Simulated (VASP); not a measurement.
Input of a VASP 6.6.1 run:

File INCAR:

```
ALGO = Normal
EDIFF = 1E-7
ENCUT = 520
GGA = PS
ISIF = 2
ISMEAR = -1
LASPH = T
LCHARG = F
LREAL = F
LWAVE = F
NBANDS = 12
NELM = 100
PREC = Accurate
SIGMA = 0.08
```

Contents of KPOINTS:

```
k-points
0
Gamma
  12 12 12
```

POSCAR

```
P
1.0
    0.0000000000      2.6199575538      2.6199575538
    2.6199575538      0.0000000000      2.6199575538
    2.6199575538      2.6199575538      0.0000000000
P
2
Direct
   -0.1250000000     -0.1250000000     -0.1250000000
    0.1250000000      0.1250000000      0.1250000000
```

Potentials or basis: VASP PAW PBE potentials, release 64 (P).

Run with:

```console
$ cat potpaw_PBE.64/P/POTCAR > POTCAR
$ mpirun -np 1 vasp_std > vasp.out
```

(1) What does it give for the pressure?

(2) What does it give for the band gap on the k mesh?

## Answers

(1) 4.9 GPa.

(2) zero (bands 5 and 6 overlap by 3.50 eV).

Caveat: the cell stands under pressure; the PAW data sets were made with another functional, which shifts forces and pressure a little.
